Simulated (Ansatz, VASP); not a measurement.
This is a calculation of Pt for Ansatz 0.2.0.

input

```
crystal:
  lattice:
    - [-1.58422, 1.58422, 1.58422]
    - [1.58422, -1.58422, 1.58422]
    - [1.58422, 1.58422, -1.58422]
  atoms:
    - { symbol: Pt, position: [0.0, 0.0, 0.0] }
hamiltonian:
  xc: r2scan50
  pseudopotentials: { kind: paw }
kpoints:
  mp_grid: { grid: [6, 6, 6] }
scf:
  occupations: { method: fermi_dirac, width: 0.05 }
output:
  forces: true
  stress: true
  eigenvalues: true
```

Problem. Set up the same calculation for VASP 6.6.1. Potentials there: VASP PAW PBE potentials, release 64 (Pt).

Solution. As run (the cutoff follows the program's own potentials):

POSCAR

```
Pt
1.0
   -1.5842200000      1.5842200000      1.5842200000
    1.5842200000     -1.5842200000      1.5842200000
    1.5842200000      1.5842200000     -1.5842200000
Pt
1
Direct
    0.0000000000      0.0000000000      0.0000000000
```

The input INCAR.step1:

```
SYSTEM = Pt
PREC = Accurate ; ENCUT = 520
EDIFF = 1E-5 ; ISMEAR = -1
SIGMA = 0.05 ; LREAL = .False.
LASPH = .True. ; NELM = 60
ALGO = Normal ; ISIF = 2
LWAVE = .True. ; LCHARG = .False.
GGA = PE ; NBANDS = 11
```

The input INCAR.step2:

```
SYSTEM = Pt
PREC = Accurate ; ENCUT = 520
EDIFF = 1E-6 ; ISMEAR = -1
SIGMA = 0.05 ; LREAL = .False.
LASPH = .True. ; NELM = 60
ALGO = Normal ; ISIF = 2
LWAVE = .False. ; LCHARG = .False.
METAGGA = R2SCAN ; LHFCALC = .True.
AEXX = 0.5 ; LMIXTAU = .True.
PRECFOCK = Normal ; ISTART = 1
NBANDS = 11
```

KPOINTS

```
Automatic mesh
0
Gamma
  6 6 6
  0 0 0
```

Potentials or basis: VASP PAW PBE potentials, release 64 (Pt).

The run is started by

```sh
$ cat potpaw_PBE.64/Pt/POTCAR > POTCAR
$ cp INCAR.step1 INCAR
$ mpirun -np 1 vasp_std > vasp.out
$ cp INCAR.step2 INCAR
$ mpirun -np 1 vasp_std > vasp.out
```

Both were run:

|  | VASP | Ansatz | Ansatz less VASP |
| --- | --- | --- | --- |
| gap on the k mesh at the Fermi level (eV) | none | none | - |
| pressure (GPa) | -16.5 | -16.9 | -0.47 |

VASP's potentials were made for PBE, not for r2SCAN50. A gap of «none» marks a metal or a gap that the smearing closes. VASP's potentials hold 10 valence electrons a cell and Ansatz's 18, so a difference there can come from the potentials and not from the codes.

The k mesh is coarse, so the values compare programs but aren't converged. Spin-orbit coupling is off throughout.
